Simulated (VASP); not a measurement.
A run of VASP 6.6.1:

Contents of INCAR:

```
SYSTEM = EuS
PREC = Accurate
ENCUT = 600
EDIFF = 1E-6
ISMEAR = -1
SIGMA = 0.05
LREAL = .FALSE.
LASPH = .TRUE.
NELM = 200
ALGO = Normal
ISIF = 2
LWAVE = .FALSE.
LCHARG = .TRUE.
ISPIN = 2
MAGMOM = 4.9 0
LORBIT = 11
LMAXMIX = 6
LDAU = .TRUE.
LDAUTYPE = 2
LDAUL = 3 -1
LDAUU = 6 0
LDAUJ = 0 0
LDAUPRINT = 1
GGA = PE
LELF = .TRUE.
LVHAR = .TRUE.
NBANDS = 22
GGA_COMPAT = .FALSE.
```

The input KPOINTS:

```
regular mesh
0
G
  10 10 10
  0 0 0
```

Contents of POSCAR:

```
EuS
1.0
    4.2122350000      0.0000000000      0.0000000000
    2.1061175000      3.6479025167      0.0000000000
    2.1061175000      1.2159675056      3.4392754756
Eu S
1 1
Direct
    0.0000000000      0.0000000000      0.0000000000
    0.5000000000      0.5000000000      0.5000000000
```

Potentials or basis: VASP PAW PBE potentials, release 64 (Eu, S).

The run is started by

```console
$ cat potpaw_PBE.64/Eu/POTCAR potpaw_PBE.64/S/POTCAR > POTCAR
$ mpirun -np 1 vasp_std > vasp.out
```

Hardware: 1 thread of Intel(R) Xeon(R) 6975P-C (Granite Rapids) (shared host).

How long does it take, and how much memory?

Wall time 97 s on 1 thread of Intel(R) Xeon(R) 6975P-C (Granite Rapids), with other jobs on the host, peak memory 0.32 GiB. Counts: scf iterations 17, k points 47.
